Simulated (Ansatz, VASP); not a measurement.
Two plane-wave programs on Te

```xyz
3
Lattice="3.8203 -2.1482 0.0000 3.8203 2.1482 0.0000 -0.0943 0.0000 5.9761" Properties=species:S:1:pos:R:3 pbc="T T T"
Te    0.0000    0.0000    0.0000
Te    2.3324    0.0000    2.0248
Te    5.2139    0.0000    3.9513
```

Alike in both runs: functional PBEsol; k mesh 4 × 4 × 3; occupations fermi-dirac, width 0.05 eV; no spin polarisation.

|  | VASP | Ansatz |
| --- | --- | --- |
| version | VASP 6.6.1 | Ansatz 0.2.0 |
| potentials or method | VASP PAW PBE potentials, release 64 (Te) | Ansatz PAW |
| plane-wave cutoff (eV) | 520 | 420 |
| valence electrons in the cell | 18 | 48 |
| task | single point | band structure |

```csv
,VASP,Ansatz,Ansatz less VASP
pressure (GPa),-1.6,-1.7,-0.04
"traceless stress, the component that is largest in VASP (GPa)",-0.34,-0.35,-0.017
rms of the force components (eV/Å),0.032,0.031,-0.0009
```

VASP's potentials were made for PBE, not for PBEsol. Atom by atom the forces differ by 0.004 eV/Å (rms over components). VASP's potentials hold 18 valence electrons a cell and Ansatz's 48, so a difference there can come from the potentials and not from the codes.

The k mesh is coarse, so the values compare programs but aren't converged. Spin-orbit coupling is off throughout.
